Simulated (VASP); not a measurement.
Input of a VASP 6.6.1 run:

INCAR

```
PREC = Accurate ; ENCUT = 500
EDIFF = 1E-6 ; ISMEAR = 0
SIGMA = 0.2 ; LREAL = False
LASPH = True ; NELM = 120
ALGO = Normal ; ISIF = 2
LWAVE = False ; LCHARG = False
GGA = PE ; NBANDS = 15
GGA_COMPAT = False
```

KPOINTS

```
Automatic mesh
0
Gamma
  6 6 6
```

The input POSCAR:

```
TaAs
1.0
    0.0000000000      2.6374285718      2.6374285718
    2.6374285718      0.0000000000      2.6374285718
    2.6374285718      2.6374285718      0.0000000000
Ta As
1 1
Direct
    0.5000000000      0.5000000000      0.5000000000
    0.0000000000      0.0000000000      0.0000000000
```

Potentials or basis: VASP PAW PBE potentials, release 64 (Ta_pv, As).

Run with:

```sh
$ cat potpaw_PBE.64/Ta_pv/POTCAR potpaw_PBE.64/As/POTCAR > POTCAR
$ mpirun -np 1 vasp_std > vasp.out
```

Estimate the pressure.

0.3 GPa.

Estimate the band gap on the k mesh.

zero (band 8 reaches 7.97 eV, above the bottom of band 9 at 6.10 eV).

Caveat: spin-orbit coupling is left out, which moves the levels of the heavy elements.
